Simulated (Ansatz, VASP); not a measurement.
## GaAs: VASP beside Ansatz

```
CELL_PARAMETERS angstrom
0.00000 2.87271 2.87271
2.87271 0.00000 2.87271
2.87271 2.87271 0.00000
ATOMIC_POSITIONS crystal
Ga 0.00000 0.00000 0.00000
As 0.25000 0.25000 0.25000
```

Alike in both runs: functional PBE; k mesh 12 × 12 × 12; no spin polarisation.

Ansatz relaxed the structure, and its values are those at the end. VASP's run is a single point on that final structure, the one shown.

```csv
,VASP,Ansatz
version,VASP 6.6.1,Ansatz 0.2.0
potentials or method,"VASP PAW PBE potentials, release 64 (Ga_d, As), cutoff 500 eV","scalar-relativistic, plane waves, PAW"
occupations,"gaussian, width 0.01 eV",fixed
valence electrons in the cell,18,28
```

```csv
,VASP,Ansatz,Ansatz less VASP
gap on the k mesh at the Fermi level (eV),0.16,0.16,-0.002
least direct gap on the mesh (eV),0.16,0.16,-0.002
pressure (GPa),0.1,0.0,-0.14
```

VASP's potentials hold 18 valence electrons a cell and Ansatz's 28, so a difference there can come from the potentials and not from the codes.
